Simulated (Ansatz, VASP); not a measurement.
**Rh: VASP beside Ansatz**

File INCAR:

```
SYSTEM = Rh
PREC = Accurate ; ENCUT = 500
EDIFF = 1E-6 ; ISMEAR = 1
SIGMA = 0.05 ; LREAL = .FALSE.
LASPH = .TRUE. ; NELM = 120
ALGO = Normal ; ISIF = 2
LWAVE = .FALSE. ; LCHARG = .FALSE.
GGA = PE ; NBANDS = 14
GGA_COMPAT = .FALSE.
```

File KPOINTS:

```
regular mesh
0
G
  14 14 14
  0 0 0
```

The input POSCAR:

```
Rh
1.0
    0.0000000000      1.8978500000      1.8978500000
    1.8978500000      0.0000000000      1.8978500000
    1.8978500000      1.8978500000      0.0000000000
Rh
1
Direct
    0.0000000000      0.0000000000      0.0000000000
```

Input for Ansatz:

```yaml
crystal:
  lattice:
    - [0.0, 1.89785, 1.89785]
    - [1.89785, 0.0, 1.89785]
    - [1.89785, 1.89785, 0.0]
  atoms:
    - { symbol: Rh, position: [0.0, 0.0, 0.0] }
hamiltonian:
  xc: pbe
  pseudopotentials: { kind: paw }
basis:
  ecutwfc: 420
kpoints:
  mp_grid: { grid: [14, 14, 14] }
scf:
  occupations: { method: methfessel_paxton, width: 0.05 }
  lower_state_search: "off"
  max_iter: 100
output:
  forces: true
  stress: true
```

Alike in both runs: task single point; functional PBE; k mesh 14 × 14 × 14; occupations methfessel-paxton of order 1, width 0.05 eV; no spin polarisation.

|  | VASP | Ansatz |
| --- | --- | --- |
| version | VASP 6.6.1 | Ansatz 0.2.0 |
| potentials or method | VASP PAW PBE potentials, release 64 (Rh_pv), cutoff 500 eV | PAW, plane waves, scalar-relativistic |
| valence electrons in the cell | 15 | 17 |

|  | VASP | Ansatz | Ansatz less VASP |
| --- | --- | --- | --- |
| pressure (GPa) | 7.6 | 7.5 | -0.10 |

VASP's potentials hold 15 valence electrons a cell and Ansatz's 17, so a difference there can come from the potentials and not from the codes.
